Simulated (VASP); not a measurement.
Input of a VASP 6.6.1 run:

Contents of INCAR:

```
SYSTEM = ZnSe
PREC     = Accurate       ! precision mode
ENCUT    = 600            ! plane-wave cutoff, eV
EDIFF    = 1E-8           ! SCF threshold, eV
ISMEAR   = 0              ! smearing method
SIGMA    = 0.01           ! smearing width, eV
LREAL    = .False.        ! projectors in reciprocal space
LASPH    = .True.         ! aspherical terms in the spheres
NELM     = 60             ! most SCF steps
ALGO     = Normal         ! electronic algorithm
ISIF     = 3              ! what is computed and relaxed
LWAVE    = .False.        ! write WAVECAR
LCHARG   = .False.        ! write CHGCAR
GGA      = PS             ! functional
NBANDS   = 16             ! bands
IBRION   = 6              ! ionic algorithm
NFREE    = 2            
POTIM    = 0.015          ! step
NSW      = 1              ! ionic steps
```

The input KPOINTS:

```
Automatic mesh
0
Gamma
  8 8 8
  0 0 0
```

The input POSCAR:

```
ZnSe
1.0
    0.0000000000      2.5856521807      2.5856521807
    2.5856521807      0.0000000000      2.5856521807
    2.5856521807      2.5856521807      0.0000000000
Zn Se
1 1
Direct
    0.0000000000      0.0000000000      0.0000000000
    0.7500000000      0.7500000000      0.7500000000
```

Potentials or basis: VASP PAW PBE potentials, release 64 (Zn, Se).

Command:

```sh
$ cat potpaw_PBE.64/Zn/POTCAR potpaw_PBE.64/Se/POTCAR > POTCAR
$ mpirun -np 1 vasp_std > vasp.out
```

Problem. What does it give for the elastic constants C11, C12, C44?

Solution. 166, 152, 25 GPa.

Problem. What does it give for the Voigt bulk modulus?

Solution. 157 GPa.

Problem. What does it give for the highest phonon frequency at Γ, LO-TO splitting left out?

Solution. 315 cm⁻¹.

Phonon frequencies in cm⁻¹ (negative: imaginary):
```csv
q point,frequencies
"(0.000, 0.000, 0.000)",0 0 0 315 315 315
```

Caveat: the cell is under stress, which shifts elastic constants; the PAW data sets were made with another functional, which shifts forces and pressure a little.
